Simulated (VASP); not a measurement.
Wanted: the native input for a VASP 6.6.1 run.

* Task: single point
* Functional: PBE
* Potentials or basis: VASP PAW PBE potentials, release 64 (Al, H)
* Cutoff: 520 eV
* k mesh: 5 × 3 × 1
* Occupations: gaussian, width 0.1 eV
* Spin: no spin polarisation
* Dipole correction: yes
* Further INCAR settings: LREAL = Auto; ALGO = Normal; EDIFF = 1e-07; NBANDS = 44

The structure of Al9H lies in POSCAR:

```
Al9H
1.0
    5.7070863106      0.0000000000      0.0000000000
   -1.4267715776      9.7014842380      0.0000000000
    0.0000000000      0.0000000000     22.7903703519
Al H
18 2
Direct
    0.2662216041      0.0648864163      0.1755127248
    0.7662216041      0.0648864163      0.1755127248
    0.3354806058      0.3419224231      0.2192029854
    0.8354806058      0.3419224231      0.2192029854
    0.1493324061      0.5973296244      0.2279410375
    0.6493324061      0.5973296244      0.2279410375
    0.4631842064      0.8527368258      0.2366790896
    0.9631842065      0.8527368258      0.2366790896
    0.0319772093      0.1277109169      0.2808262502
    0.5319772093      0.1277109169      0.2808262502
    0.0997917601      0.4042231294      0.3301071124
    0.5997917601      0.4042231294      0.3301071124
    0.4144000537      0.6596656514      0.3369822081
    0.9144000537      0.6596656514      0.3369822081
    0.2263076916      0.9110819252      0.3449259130
    0.7263076916      0.9110819252      0.3449259130
    0.2962427243      0.1814072004      0.3857054631
    0.7962427243      0.1814072004      0.3857054631
    0.6062643800      0.3777722722      0.4335326807
    0.6062643800      0.4714919451      0.4335326807
```

These files were run (other wordings do the same):

INCAR

```
PREC = Accurate
ENCUT = 520
EDIFF = 1E-7
ISMEAR = 0
SIGMA = 0.1
LREAL = Auto
LASPH = T
NELM = 100
ALGO = Normal
ISIF = 2
LWAVE = F
LCHARG = F
LDIPOL = T
IDIPOL = 3
DIPOL = 0.5 0.5 0.297
GGA = PE
NBANDS = 44
```

KPOINTS

```
Automatic mesh
0
Gamma
  5 3 1
```

Potentials or basis: VASP PAW PBE potentials, release 64 (Al, H).

Run with:

```bash
$ cat potpaw_PBE.64/Al/POTCAR potpaw_PBE.64/H/POTCAR > POTCAR
$ mpirun -np 1 vasp_std > vasp.out
```

Results of the run:

```yaml
Largest_force: 2.771 eV/Å
Band_gap_on_the_k_mesh: zero (bands 28 and 29 overlap by 0.70 eV)
```

It took 16 min on 1 thread of Intel(R) Xeon(R) Platinum 8488C (Sapphire Rapids), on a shared host, peak memory 1.2 GiB.
